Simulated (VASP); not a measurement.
# CuO2 (Cmcm) in VASP: a series of runs, part 2 of 2

VASP 6.6.1. The steps go on from the part before.

### Step 4. Single point, PBEsol

This run uses another cell than the first one, of 9.00 Å³/atom, 1.053 times its volume.

The input, INCAR:

```
ALGO = Normal ; EDIFF = 1E-6
ENCUT = 520 ; GGA = PS
ISIF = 2 ; ISMEAR = -1
LASPH = T ; LCHARG = F
LREAL = F ; LWAVE = F
NBANDS = 32 ; NELM = 100
PREC = Accurate ; SIGMA = 0.05
```

The input, KPOINTS:

```
k-points
0
Gamma
  10 10 6
```

The input, POSCAR:

```
CuO2
1.0
    1.4666675301     -4.9239185584      0.0000000000
    1.4666675301      4.9239185584      0.0000000000
    0.0000000000      0.0000000000      3.7396404736
Cu O
2 4
Direct
    0.1563878883      0.8436121117      0.7500000000
    0.8436121117      0.1563878883      0.2500000000
    0.7936070139      0.2063929861      0.7500000000
    0.2063929861      0.7936070139      0.2500000000
    0.5279426576      0.4720573424      0.7500000000
    0.4720573424      0.5279426576      0.2500000000
```

Potentials or basis: VASP PAW PBE potentials, release 64 (Cu, O).

Started as:

```
$ cat potpaw_PBE.64/Cu/POTCAR potpaw_PBE.64/O/POTCAR > POTCAR
$ mpirun -np 1 vasp_std > vasp.out
```

OUTCAR:

```text
EDIFF = 1E-6
   ENCUT = 520
   GGA = PS
   ISIF = 2
   ISMEAR = -1
   LASPH = T
   LREAL = F
   NELM = 100
   PREC = Accurate

 ion  position               nearest neighbor table
   1  0.156  0.844  0.750-   4 1.93   4 1.93   5 1.94   5 1.94   3 1.99   3 1.99
   2  0.844  0.156  0.250-   3 1.93   3 1.93   6 1.94   6 1.94   4 1.99   4 1.99
   3  0.794  0.206  0.750-   2 1.93   2 1.93   1 1.99   1 1.99
   4  0.206  0.794  0.250-   1 1.93   1 1.93   2 1.99   2 1.99
[... 1052 lines left out ...]
  -------------------------------------------------------------------------------------
  Total        1.1367690      1.0122345      0.8374116      0.0000000      0.0000000      0.0000000
  in kB       33.7194463     30.0254359     24.8397464      0.0000000      0.0000000      0.0000000
  external PRESSURE =      29.5282095 kB  Pullay stress =       0.0000000 kB

 VOLUME and BASIS-vectors are now :
 -----------------------------------------------------------------------------
  energy-cutoff  :      520.00
  volume of cell :       54.01
      direct lattice vectors                 reciprocal lattice vectors
     1.466667530 -4.923918558  0.000000000     0.340908890 -0.101545140  0.000000000
     1.466667530  4.923918558  0.000000000     0.340908890  0.101545140  0.000000000
     0.000000000  0.000000000  3.739640474     0.000000000  0.000000000  0.267405385

 POSITION                                       TOTAL-FORCE (eV/Angst)
 -----------------------------------------------------------------------------------
      1.46667      3.38384      2.80473         0.000000     -0.017265     -0.000000
      1.46667     -3.38384      0.93491         0.000000      0.017265      0.000000
      1.46667     -2.89139      2.80473         0.000000     -0.025470      0.000000
      1.46667      2.89139      0.93491         0.000000      0.025470     -0.000000
      1.46667     -0.27517      2.80473         0.000000      0.097536     -0.000000
      1.46667      0.27517      0.93491         0.000000     -0.097536      0.000000
 -----------------------------------------------------------------------------------
    total drift:                                0.000000     -0.000000      0.000000

  FREE ENERGIE OF THE ION-ELECTRON SYSTEM (eV)
  ---------------------------------------------------
  free  energy   TOTEN  =       -29.9581964584 eV

  energy  without entropy=      -29.9128752509  energy(sigma->0) =      -29.93553585
```

OSZICAR:

```text
N       E                     dE             d eps       ncg     rms          rms(c)
DAV:   1     0.480800628430E+03    0.48080E+03   -0.22351E+04  8416   0.216E+03
DAV:   2     0.210135868685E+02   -0.45979E+03   -0.41805E+03  8592   0.471E+02
DAV:   3    -0.419774013866E+02   -0.62991E+02   -0.58533E+02  9328   0.182E+02
DAV:   4    -0.447666910745E+02   -0.27893E+01   -0.27484E+01 10496   0.407E+01
DAV:   5    -0.448283060046E+02   -0.61615E-01   -0.61578E-01  9520   0.556E+00    0.346E+01
DAV:   6    -0.689571812015E+02   -0.24129E+02   -0.16184E+02 11848   0.338E+02    0.359E+01
DAV:   7    -0.352847060834E+02    0.33672E+02   -0.86404E+01 11024   0.186E+02    0.190E+01
DAV:   8    -0.309234401517E+02    0.43613E+01   -0.16347E+01 12184   0.600E+01    0.902E+00
DAV:   9    -0.304014916563E+02    0.52195E+00   -0.19103E+00 12336   0.202E+01    0.609E+00
DAV:  10    -0.300205155794E+02    0.38098E+00   -0.58710E-01 12912   0.180E+01    0.252E+00
DAV:  11    -0.299816615628E+02    0.38854E-01   -0.22792E-01 12120   0.485E+00    0.129E+00
DAV:  12    -0.299732143271E+02    0.84472E-02   -0.87598E-02 11808   0.108E+01    0.117E+00
DAV:  13    -0.299584052018E+02    0.14809E-01   -0.46357E-02 12408   0.652E+00    0.238E-01
DAV:  14    -0.299584922158E+02   -0.87014E-04   -0.89104E-03 12504   0.188E+00    0.138E-01
DAV:  15    -0.299583046927E+02    0.18752E-03   -0.85896E-04 12288   0.520E-01    0.100E-01
DAV:  16    -0.299581930280E+02    0.11166E-03   -0.29571E-04 12456   0.484E-01    0.136E-02
DAV:  17    -0.299581971294E+02   -0.41014E-05   -0.81172E-05  8688   0.649E-02    0.109E-02
DAV:  18    -0.299581964584E+02    0.67097E-06   -0.78676E-07  5808   0.143E-02
   1 F= -.29958196E+02 E0= -.29935536E+02  d E =-.453212E-01
```

stdout:

```text
POSCAR found type information on POSCAR CuO
 POSCAR found :  2 types and       6 ions
 scaLAPACK will be used
 -----------------------------------------------------------------------------
|                                                                             |
|                                                                             |
|     You enforced a specific xc type in the INCAR file but a different       |
|     I HOPE YOU KNOW WHAT YOU ARE DOING!                                     |
|                                                                             |
 -----------------------------------------------------------------------------

 LDA part: xc-table for (Slater+PW92), standard interpolation
 POSCAR, INCAR and KPOINTS ok, starting setup
 FFT: planning ... GRIDC
 FFT: planning ... GRID_SOFT
 FFT: planning ... GRID
 WAVECAR not read
 entering main loop
```

It took 3.1 min on 1 thread of Intel Xeon 6975P-C (Granite Rapids), shared host; peak memory 0.32 GiB.

What came out:

```
Free energy            : -29.9582 eV
Pressure               : 3.0 GPa
Largest force          : 0.098 eV/Å
Band gap on the k mesh : zero (band 23 reaches 5.19 eV, above the bottom of band 24 at 4.34 eV)
```

Forces in eV/Å, atoms in the order of the input:
```
Cu   0.000 -0.017  0.000
Cu   0.000  0.017  0.000
O    0.000 -0.025  0.000
O    0.000  0.025  0.000
O    0.000  0.098  0.000
O    0.000 -0.098  0.000
```

Stress tensor (GPa, compression positive):
```
3.37 0.00 0.00
0.00 3.00 0.00
0.00 0.00 2.48
```

Levels at points of the mesh, in eV from the Fermi level:
```tsv
k point	band 21	band 22	band 23	band 24	band 25	band 26
(0.00, 0.00, 0.00)	-1.47	-1.08	-0.73	-0.17	0.64	1.77
(0.50, 0.00, 0.00)	-1.85	-1.84	-1.28	0.07	0.15	1.95
(0.50, 0.50, 0.00)	-1.54	-1.07	-0.48	0.20	0.61	1.91
(0.00, 0.00, 0.50)	-0.68	-0.68	0.26	0.26	0.26	0.26
(0.50, 0.00, 0.50)	-1.01	-1.01	0.19	0.19	0.67	0.67
(0.50, 0.50, 0.50)	-0.65	-0.65	0.41	0.41	0.48	0.48
```

Caveat: the PAW data sets were made with another functional, which shifts forces and pressure a little; semilocal functionals often make such compounds metallic where correlation or magnetic order opens a gap, which also shifts bond lengths. With open d or f shells a metallic result of PBEsol can be an artefact of self-interaction; +U or a hybrid may open a gap.

### Step 5. Single point, PBEsol

This run uses another cell than the first one, of 9.30 Å³/atom, 1.088 times its volume.

The input, INCAR:

```
SYSTEM = CuO2
ALGO = Normal ; EDIFF = 1E-7
ENCUT = 520 ; GGA = PS
ISIF = 2 ; ISMEAR = -1
LASPH = .True. ; LCHARG = .False.
LREAL = .False. ; LWAVE = .False.
NBANDS = 32 ; NELM = 100
PREC = Accurate ; SIGMA = 0.05
```

The input, KPOINTS:

```
k-points
0
Gamma
  10 10 6
  0 0 0
```

The input, POSCAR:

```
CuO2
1.0
    1.4128983225     -4.8423636640      0.0000000000
    1.4128983225      4.8423636640      0.0000000000
    0.0000000000      0.0000000000      4.0785953827
Cu O
2 4
Direct
    0.1592666486      0.8407333514      0.7500000000
    0.8407333514      0.1592666486      0.2500000000
    0.7905887541      0.2094112459      0.7500000000
    0.2094112459      0.7905887541      0.2500000000
    0.5325529290      0.4674470710      0.7500000000
    0.4674470710      0.5325529290      0.2500000000
```

Started as:

```
$ cat potpaw_PBE.64/Cu/POTCAR potpaw_PBE.64/O/POTCAR > POTCAR
$ mpirun -np 1 vasp_std > vasp.out
```

Wall time 3.3 min (1 thread of Intel Xeon 6975P-C (Granite Rapids), shared host); peak memory 0.33 GiB.

The run converged. Its results:

| Item | Value |
| --- | --- |
| Free energy | -29.9104 eV |
| Pressure | 0.9 GPa |
| Largest force | 0.155 eV/Å |
| Band gap on the k mesh | zero (band 23 reaches 4.59 eV, above the bottom of band 24 at 3.98 eV) |

Forces in eV/Å, atoms in the order of the input:
```
Cu   0.000 -0.023  0.000
Cu   0.000  0.023  0.000
O    0.000 -0.087  0.000
O    0.000  0.087  0.000
O    0.000  0.155  0.000
O    0.000 -0.155  0.000
```

Stress tensor (GPa, compression positive):
```
 2.09  0.00  0.00
 0.00  1.20  0.00
 0.00  0.00 -0.66
```

Levels at points of the mesh, in eV from the Fermi level:
```tsv
k point	band 19	band 20	band 21	band 22	band 23	band 24	band 25	band 26	band 27	band 28
(0.00, 0.00, 0.00)	-1.74	-1.51	-1.42	-1.00	-0.94	0.46	0.72	0.91	5.99	10.30
(0.50, 0.00, 0.00)	-2.75	-2.11	-1.97	-1.79	-1.61	0.35	0.39	1.05	10.07	10.63
(0.50, 0.50, 0.00)	-2.52	-1.74	-1.50	-1.30	-0.82	0.73	1.00	1.05	8.03	8.32
(0.00, 0.00, 0.50)	-2.00	-2.00	-0.91	-0.91	0.10	0.10	0.68	0.68	8.67	8.67
(0.50, 0.00, 0.50)	-2.92	-2.92	-1.06	-1.06	0.24	0.24	0.58	0.58	10.43	10.43
(0.50, 0.50, 0.50)	-2.18	-2.18	-0.92	-0.92	0.17	0.17	0.93	0.93	9.40	9.40
```

Caveat: the PAW data sets were made with another functional, which shifts forces and pressure a little; semilocal functionals often make such compounds metallic where correlation or magnetic order opens a gap, which also shifts bond lengths.

### Step 6. The runs side by side

```csv
cell,gap on the mesh (eV),pressure (GPa),largest force (eV/Å)
"a = 4.928, b = 4.928, c = 3.773 Å, angles 90.0, 90.0, 145.9°, 6 atoms",none,10.8,0.11
"a = 5.056, b = 5.056, c = 3.752 Å, angles 90.0, 90.0, 146.5°, 6 atoms",none,5.8,0.10
"a = 5.138, b = 5.138, c = 3.740 Å, angles 90.0, 90.0, 146.8°, 6 atoms",none,3.0,0.10
"a = 5.044, b = 5.044, c = 4.079 Å, angles 90.0, 90.0, 147.5°, 6 atoms",none,0.9,0.15
```

Alike in all rows: task single point; level PBEsol; potentials or basis VASP PAW PBE potentials, release 64 (Cu, O); no spin polarisation; k mesh 10 × 10 × 6; cutoff (eV) 520; smearing fermi-dirac 0.05 eV.

Caveats: the PAW data sets were made with another functional, which shifts forces and pressure a little; semilocal functionals often make such compounds metallic where correlation or magnetic order opens a gap, which also shifts bond lengths.

Total energies depend on the potentials used, so only differences within one code and one set of settings carry meaning.
